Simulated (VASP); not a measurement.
Set up this calculation in VASP 6.6.1, as the native input.

* Task: relaxation of the atoms
* Functional: PBE
* Dispersion: D3(BJ)
* Potentials or basis: VASP PAW PBE potentials, release 64 (Si, Ti_sv)
* Cutoff: 520 eV
* k mesh: 2 × 2 × 2
* Occupations: fermi-dirac, width 0.02 eV
* Spin: no spin polarisation
* Dipole correction: no
* Further INCAR settings: LREAL = Auto; ALGO = Normal; EDIFF = 1e-07; IBRION = 2; EDIFFG = -0.03; NSW = 80

The structure of TiSi16 (a cell with a defect) lies in POSCAR:

```
TiSi16
1.0
    0.0000000000      5.4300000000      5.4300000000
    5.4300000000      0.0000000000      5.4300000000
    5.4300000000      5.4300000000      0.0000000000
Si Ti
16 1
Direct
    0.0000000000      0.0000000000      0.0000000000
    0.1250000000      0.1250000000      0.1250000000
    0.0000000000      0.0000000000      0.5000000000
    0.1250000000      0.1250000000      0.6250000000
    0.0000000000      0.5000000000      0.0000000000
    0.1250000000      0.6250000000      0.1250000000
    0.0000000000      0.5000000000      0.5000000000
    0.1250000000      0.6250000000      0.6250000000
    0.5000000000      0.0000000000      0.0000000000
    0.6250000000      0.1250000000      0.1250000000
    0.5000000000      0.0000000000      0.5000000000
    0.6250000000      0.1250000000      0.6250000000
    0.5000000000      0.5000000000      0.0000000000
    0.6250000000      0.6250000000      0.1250000000
    0.5000000000      0.5000000000      0.5000000000
    0.6250000000      0.6250000000      0.6250000000
    0.7510038600      0.7524223800      0.7612023700
```

The input as run:

INCAR

```
  PREC = Accurate
  ENCUT = 520
  EDIFF = 1E-7
  ISMEAR = -1
  SIGMA = 0.02
  LREAL = Auto
  LASPH = True
  NELM = 100
  ALGO = Normal
  ISIF = 2
  LWAVE = False
  LCHARG = False
  GGA = PE
  IVDW = 12
  IBRION = 2
  NSW = 80
  EDIFFG = -0.03
```

KPOINTS

```
Automatic mesh
0
Gamma
  2 2 2
```

Potentials or basis: VASP PAW PBE potentials, release 64 (Si, Ti_sv).

Run with:

```sh
$ cat potpaw_PBE.64/Si/POTCAR potpaw_PBE.64/Ti_sv/POTCAR > POTCAR
$ mpirun -np 1 vasp_std > vasp.out
```

Results of the run:

```json
{
  "Energy gained by relaxing": "26.8 meV/atom",
  "Ionic steps": "8",
  "Pressure after relaxing": "0.9 GPa",
  "Largest force after relaxing": "0.025 eV/Å",
  "Band gap on the k mesh": "zero (bands 38 and 39 overlap by 0.42 eV)",
  "Dispersion energy per atom": "-0.343 eV"
}
```

Caveat: the k points lie up to 0.50 Å⁻¹ apart.

Run time: 15 min on 1 thread of Intel(R) Xeon(R) Platinum 8488C (Sapphire Rapids), on a shared host, peak memory 0.56 GiB.
